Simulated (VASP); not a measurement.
# ZnS (Cm) in VASP: further runs

ZnS is run at these levels: r2SCAN; tasks: single point.

Program: VASP 6.6.1. These are calculated values, not measurements. Logs are shortened: lines on timing, memory, paths and dates and some standing lists are left out, and cuts for length are marked.

## Step 1: The cell of the first run

Symmetry: Cm, No. 8, monoclinic system. Conventional cell: a = 6.593 Å, b = 3.807 Å, c = 6.246 Å, α = 90.00°, β = 90.00°, γ = 90.00°. Zn (site symmetry m) has 4 S at 2.23 to 2.78 Å within 2.9 Å. Zn (site symmetry m) has 4 S at 2.33 to 2.34 Å within 3.1 Å. Within 2.9 Å of S (site symmetry m) lie 4 Zn at 2.23 to 2.33 Å. Within 2.9 Å of S (site symmetry m) lie 4 Zn at 2.23 to 2.78 Å.

## Step 2: Single point, r2SCAN (atom 1 (Zn) moved -0.450 Å towards its neighbour atom 4 (S) at 2.334 Å)

Contents of POSCAR:

```
ZnS
1.0
    3.8067217484      0.0000000000      0.0000000000
   -1.9033608742      3.2967177392      0.0000000000
    0.0000000000      0.0000000000      6.2457351519
Zn S
2 2
Direct
    0.4618688355      0.7309344177      0.0296381215
    0.6666666667      0.3333333333      0.5053880718
    0.3333333333      0.6666666667      0.3796119282
    0.6666666667      0.3333333333      0.8796119282
```

Contents of INCAR.step1:

```
SYSTEM = ZnS
PREC     = Accurate       ! precision mode
ENCUT    = 520            ! plane-wave cutoff, eV
ISMEAR   = 0              ! smearing method
SIGMA    = 0.05           ! smearing width, eV
LREAL    = .False.        ! projectors in reciprocal space
LASPH    = .True.         ! aspherical terms in the spheres
NELM     = 60             ! most SCF steps
NBANDS   = 26             ! bands
GGA      = PE             ! functional
ALGO     = Normal         ! electronic algorithm
EDIFF    = 1E-4           ! SCF threshold, eV
LWAVE    = .True.         ! write WAVECAR
LCHARG   = .False.        ! write CHGCAR
```

Contents of INCAR.step2:

```
SYSTEM = ZnS
PREC     = Accurate       ! precision mode
ENCUT    = 520            ! plane-wave cutoff, eV
EDIFF    = 1E-6           ! SCF threshold, eV
ISMEAR   = 0              ! smearing method
SIGMA    = 0.05           ! smearing width, eV
LREAL    = .False.        ! projectors in reciprocal space
LASPH    = .True.         ! aspherical terms in the spheres
NELM     = 60             ! most SCF steps
ALGO     = Normal         ! electronic algorithm
ISIF     = 2              ! what is computed and relaxed
LWAVE    = .False.        ! write WAVECAR
LCHARG   = .True.         ! write CHGCAR
METAGGA  = R2SCAN         ! meta-GGA
LMIXTAU  = .True.       
LELF     = .True.         ! ELF
LVHAR    = .True.       
NBANDS   = 26             ! bands
ISTART   = 1
```

Contents of KPOINTS:

```
Automatic mesh
0
Gamma
  6 6 4
  0 0 0
```

Potentials or basis: VASP PAW PBE potentials, release 64 (Zn, S).

Run with:

```console
$ cat potpaw_PBE.64/Zn/POTCAR potpaw_PBE.64/S/POTCAR > POTCAR
$ cp INCAR.step1 INCAR
$ mpirun -np 1 vasp_std > vasp.out
$ cp INCAR.step2 INCAR
$ mpirun -np 1 vasp_std > vasp.out
```

OUTCAR:

```text
SYSTEM = ZnS
   PREC = Accurate
   ENCUT = 520
   EDIFF = 1E-6
   ISMEAR = 0
   LREAL = .False.
   LASPH = .True.
   NELM = 60
   ISIF = 2
   METAGGA = R2SCAN
   ISTART = 1

 ion  position               nearest neighbor table
   1  0.462  0.731  0.030-   4 2.23   4 2.23   3 2.23   4 2.78
   2  0.667  0.333  0.505-   3 2.33   3 2.33   3 2.33   4 2.34
   3  0.333  0.667  0.380-   1 2.23   2 2.33   2 2.33   2 2.33
   4  0.667  0.333  0.880-   1 2.23   1 2.23   2 2.34   1 2.78

  LATTYP: Found a hexagonal cell.
 ALAT       =     3.8067217484
 C/A-ratio  =     1.6407122886

  Lattice vectors:

 A1 = (   3.8067217484,   0.0000000000,   0.0000000000)
 A2 = (  -1.9033608742,   3.2967177392,   0.0000000000)
 A3 = (   0.0000000000,   0.0000000000,   6.2457351519)

Analysis of symmetry for initial positions (statically):
=====================================================================
 Subroutine PRICEL returns:
 Original cell was already a primitive cell.

 Routine SETGRP: Setting up the symmetry group for a
 hexagonal supercell.

 Subroutine GETGRP returns: Found  2 space group operations
 (whereof  2 operations were pure point group operations)
 out of a pool of 24 trial point group operations.

The static configuration has the point symmetry C_1h.

Analysis of symmetry for dynamics (positions and initial velocities):
=====================================================================
 Subroutine PRICEL returns:
 Original cell was already a primitive cell.

 Routine SETGRP: Setting up the symmetry group for a
 hexagonal supercell.

 Subroutine GETGRP returns: Found  2 space group operations
 (whereof  2 operations were pure point group operations)
 out of a pool of 24 trial point group operations.

The dynamic configuration has the point symmetry C_1h.

 Subroutine INISYM returns: Found  2 space group operations
 (whereof  2 operations are pure point group operations),
 and found     1 'primitive' translations

----------------------------------------------------------------------------------------

                                     Primitive cell

  volume of cell :      78.3820

  direct lattice vectors                    reciprocal lattice vectors
     3.806721748  0.000000000  0.000000000     0.262693222  0.151666002  0.000000000
    -1.903360874  3.296717739  0.000000000     0.000000000  0.303332004  0.000000000
     0.000000000  0.000000000  6.245735152     0.000000000  0.000000000  0.160109255

  length of vectors
[... 85 lines left out ...]
   NELM   =     60;   NELMIN=  2; NELMDL=  0     # of ELM steps
   EDIFF  = 0.1E-05   stopping-criterion for ELM
   LREAL  =      F    real-space projection
   EDIFFG = 0.1E-04   stopping-criterion for IOM
   NSW    =      0    number of steps for IOM
   IBRION =     -1    ionic relax: 0-MD 1-quasi-New 2-CG
   NFREE  =      0    steps in history (QN), initial steepest desc. (CG)
   ISIF   =      2    stress and relaxation
   ISYM   =      2    0-nonsym 1-usesym 2-fastsym
   POTIM  = 0.5000    time-step for ionic-motion
   TEBEG  =    0.0;   TEEND  =   0.0 temperature during run
   PSTRESS=    0.0 pullay stress
   NELECT =      36.0000    total number of electrons
   NUPDOWN=      -1.0000    fix difference up-down
   EMIN   =  10.00;   EMAX   =-10.00  energy-range for DOS
   EFERMI =   0.00;   METHOD = LEGACY
   ISMEAR =     0;   SIGMA  =   0.05  broadening in eV -4-tet -1-fermi 0-gaus
   EFERMI_NEDOS =   21; number of points for ismear=-14 and -15
   IALGO  =     38    algorithm
   IMIX   =      4    mixing-type and parameters
     AMIX     =   0.40;   BMIX     =  1.00
     AMIX_MAG =   1.60;   BMIX_MAG =  1.00
  volume/ion in A,a.u.               =      19.60       132.24
  Fermi-wavevector in a.u.,A,eV,Ry     =   1.263097  2.386908 21.706940  1.595415
  Thomas-Fermi vector in A             =   2.396472
   LORBIT       =      0    0 simple, 1 ext, 2 COOP (PROOUT), +10 PAW based schemes
   METAGGA = R2SCAN    functional components
   LHFCALC =     F    Hartree Fock is set to
   AEXX    =    0.0000 exact exchange contribution
   IVDW    =     0    specifies the selected vdW correction
   LEPSILON=     F    determine dielectric tensor
   LRPA    =     F    only Hartree local field effects (RPA)
 non-spin polarized calculation
 Gauss-broadening in eV      SIGMA  =   0.05
  energy-cutoff  :      520.00
  volume of cell :       78.38
 maximum number of plane-waves:      2130
   NGX = 15   NGY = 15   NGZ = 23

 number of electron      36.0000002 magnetization

 Free energy of the ion-electron system (eV)
  ---------------------------------------------------
  ext. energy  EPLUGINS =         0.00000000
  ---------------------------------------------------
  free energy    TOTEN  =       -37.39797552 eV

  energy without entropy =      -37.39797552  energy(sigma->0) =      -37.39797552

 E-fermi :   2.3656     XC(G=0): -10.3058

 val. band max:        2.0998166975   @ k =   0.0000   0.0000   0.0000
 cond. band min:       4.6329923855   @ k =   0.0000   0.0000   0.0000
 fundamental gap:      2.5331756880
 Fermi energy:         2.3656223117

 k-point     1 :       0.0000    0.0000    0.0000
  band No.  band energies     occupation
      1     -11.9628      2.00000
      2     -10.8236      2.00000
      3      -4.8364      2.00000
      4      -4.8163      2.00000
      5      -4.6998      2.00000
      6      -4.5987      2.00000
[... 685 lines left out ...]
     25      12.3885      0.00000
     26      13.3594      0.00000

 [... further k-points ...]

------------------------ aborting loop because EDIFF is reached ----------------------------------------

  FORCE on cell =-STRESS in cart. coord.  units (eV):
  Direction    XX          YY          ZZ          XY          YZ          ZX
  --------------------------------------------------------------------------------------
  -------------------------------------------------------------------------------------
  Total        0.3364168      1.0322976      1.2977933     -0.6026504     -0.3084557     -0.5342670
  in kB        6.8765698     21.1008058     26.5277034    -12.3185497     -6.3050259    -10.9207511
  external PRESSURE =      18.1683596 kB  Pullay stress =       0.0000000 kB

 VOLUME and BASIS-vectors are now :
 -----------------------------------------------------------------------------
  energy-cutoff  :      520.00
  volume of cell :       78.38
      direct lattice vectors                 reciprocal lattice vectors
     3.806721748  0.000000000  0.000000000     0.262693222  0.151666002  0.000000000
    -1.903360874  3.296717739  0.000000000     0.000000000  0.303332004  0.000000000
     0.000000000  0.000000000  6.245735152     0.000000000  0.000000000  0.160109255

 POSITION                                       TOTAL-FORCE (eV/Angst)
 -----------------------------------------------------------------------------------
      0.36697      2.40968      0.18511        -0.710314     -0.410100     -0.646801
      1.90336      1.09891      3.15652        -0.090119     -0.052030      0.335928
     -0.00000      2.19781      2.37096         0.077734      0.044880      0.578110
      1.90336      1.09891      5.49382         0.722698      0.417250     -0.267236
 -----------------------------------------------------------------------------------
    total drift:                                0.012059      0.006862     -0.015407

  FREE ENERGIE OF THE ION-ELECTRON SYSTEM (eV)
  ---------------------------------------------------
  free  energy   TOTEN  =       -37.3979755161 eV

  energy  without entropy=      -37.3979755161  energy(sigma->0) =      -37.39797552
```

Wall time 4.2 min (1 thread of AMD EPYC 7R13 (Zen 3), shared host); peak memory 0.21 GiB.

What came out:

| Item | Value |
| --- | --- |
| Free energy | -37.3980 eV |
| Pressure | 1.8 GPa |
| Largest force | 1.045 eV/Å |
| Band gap on the k mesh | 2.53 eV |

Forces in eV/Å, atoms in the order of the input:
```
Zn  -0.710 -0.410 -0.647
Zn  -0.090 -0.052  0.336
S    0.078  0.045  0.578
S    0.723  0.417 -0.267
```

Levels at points of the mesh, in eV from the valence-band top:
```
           k point  band 15  band 16  band 17  band 18  band 19  band 20  band 21  band 22
(0.00, 0.00, 0.00)    -1.02    -0.35    -0.28     0.00     2.53     3.66     6.56     6.83
(0.50, 0.00, 0.00)    -3.39    -2.63    -1.70    -0.97     3.61     4.41     5.04     6.93
(0.00, 0.50, 0.00)    -3.57    -2.41    -2.24    -0.76     3.77     4.83     5.02     7.11
(0.00, 0.00, 0.50)    -1.09    -0.94    -0.73    -0.08     3.71     4.39     6.47     6.80
(0.50, 0.00, 0.50)    -2.12    -1.89    -1.70    -1.61     3.33     3.83     5.14     5.68
(0.00, 0.50, 0.50)    -2.28    -2.11    -1.86    -1.10     3.45     3.97     5.29     5.79
```

Caveat: the cell differs from its parent crystal (atom 1 (Zn) moved -0.450 Å towards its neighbour atom 4 (S) at 2.334 Å); the PAW data sets were made with another functional, which shifts forces and pressure a little.

(Part 1 of 2 ends here.)
